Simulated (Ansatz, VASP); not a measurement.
# Two plane-wave programs on MgO

```
Mg O
1.0
     0.00000    2.10600    2.10600
     2.10600    0.00000    2.10600
     2.10600    2.10600    0.00000
Mg O
1 1
Direct
  0.00000 0.00000 0.00000
  0.50000 0.50000 0.50000
```

Alike in both runs: task single point; functional LDA; k mesh 8 × 8 × 8; occupations gaussian, width 0.1 eV; no spin polarisation.

|  | VASP | Ansatz |
| --- | --- | --- |
| version | VASP 6.6.1 | Ansatz 0.2.0 |
| potentials or method | VASP PAW LDA potentials, release 64 (Mg, O), cutoff 600 eV | scalar-relativistic, plane waves, PAW |
| valence electrons in the cell | 8 | 16 |

|  | VASP | Ansatz | Ansatz less VASP |
| --- | --- | --- | --- |
| gap on the k mesh at the Fermi level (eV) | 4.66 | 4.66 | +0.004 |
| least direct gap on the mesh (eV) | 4.66 | 4.66 | +0.004 |
| pressure (GPa) | -8.0 | -5.9 | +2.08 |

Ansatz warns that its potentials were made for another functional, while VASP's fit it. LDA's correlation is that of Perdew and Zunger in VASP and of Perdew and Wang (1992) in Ansatz. VASP's potentials hold 8 valence electrons a cell and Ansatz's 16, so a difference there can come from the potentials and not from the codes.
